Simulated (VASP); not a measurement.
Here is a VASP 6.6.1 calculation.

INCAR

```
SYSTEM = Co
AGGAC = 1.0
AGGAX = 1.0
ALDAC = 0.0
ALDAX = 1.0
ALGO = Normal
EDIFF = 1E-6
ENCUT = 600
GGA = B5
GGA_COMPAT = .FALSE.
ISIF = 2
ISMEAR = -1
ISPIN = 2
LASPH = .TRUE.
LCHARG = .FALSE.
LMAXMIX = 4
LORBIT = 11
LREAL = .FALSE.
LWAVE = .FALSE.
MAGMOM = 2.5 2.5 2.5 2.5
NBANDS = 30
NELM = 200
PREC = Accurate
SIGMA = 0.15
```

KPOINTS

```
k-points
0
G
  10 10 3
  0 0 0
```

POSCAR

```
Co
1.0
    2.4705600000      0.0000000000      0.0000000000
   -1.2352800000      2.1395700000      0.0000000000
    0.0000000000      0.0000000000      8.0882300000
Co
4
Direct
    0.0000000000      0.0000000000      0.0000000000
    0.3333333333      0.6666666667      0.2500000000
    0.0000000000      0.0000000000      0.5000000000
    0.6666666667      0.3333333333      0.7500000000
```

Potentials or basis: VASP PAW PBE potentials, release 64 (Co).

Command:

```sh
$ cat potpaw_PBE.64/Co/POTCAR > POTCAR
$ mpirun -np 1 vasp_std > vasp.out
```

**Question.** Predict the pressure.

**Answer.** 13.8 GPa.

**Question.** Predict the site moments.

**Answer.** Co +1.59, +1.60 (each value once) μB.

**Question.** Estimate the net moment.

**Answer.** 6.35 μB per cell.

Stress tensor (GPa, compression positive):
```
14.81  0.00  0.00
 0.00 14.81  0.00
 0.00  0.00 11.75
```

Caveat: the cell stands under pressure; the PAW data sets were made with another functional, which shifts forces and pressure a little.
